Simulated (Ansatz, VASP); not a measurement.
## One calculation of CdS, two programs

```
Cd S
1.0
     0.00000    2.55048    2.55048
     2.55048    0.00000    2.55048
     2.55048    2.55048    0.00000
Cd S
1 1
Direct
  0.00000 0.00000 0.00000
  0.50000 0.50000 0.50000
```

Change from the starting cell: volume scaled by 0.8, LAPW.

Alike in both runs: task single point; functional PBE; k mesh 13 × 13 × 13; occupations fermi-dirac, width 0.1 eV; no spin polarisation.

|  | VASP | Ansatz |
| --- | --- | --- |
| version | VASP 6.6.1 | Ansatz 0.2.0 |
| potentials or method | VASP PAW PBE potentials, release 64 (Cd, S), cutoff 520 eV | all-electron LAPW, scalar-relativistic |

|  | VASP | Ansatz | Ansatz less VASP |
| --- | --- | --- | --- |
| pressure (GPa) | 28.2 | 27.2 | -1.08 |

Ansatz ran all-electron here, and VASP with PAW potentials.
